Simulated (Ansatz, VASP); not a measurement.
# ZnAg in VASP and in Ansatz

```
CELL_PARAMETERS angstrom
3.16649 0.00000 0.00000
0.00000 3.16649 0.00000
0.00000 0.00000 3.16649
ATOMIC_POSITIONS crystal
Zn 0.50000 0.50000 0.50000
Ag 0.00000 0.00000 0.00000
```

Change from the starting cell: volume scaled by 1.01.

Alike in both runs: task single point; functional LDA; k mesh 12 × 12 × 12; occupations fermi-dirac, width 0.03 eV; no spin polarisation.

```csv
,VASP,Ansatz
version,VASP 6.6.1,Ansatz 0.2.0
potentials or method,"VASP PAW LDA potentials, release 64 (Zn, Ag), cutoff 520 eV","all-electron LAPW, scalar-relativistic"
```

|  | VASP | Ansatz | Ansatz less VASP |
| --- | --- | --- | --- |
| pressure (GPa) | -8.5 | -8.9 | -0.43 |

LDA's correlation is that of Perdew and Zunger in VASP and of Perdew and Wang (1992) in Ansatz. Ansatz ran all-electron here, and VASP with PAW potentials.
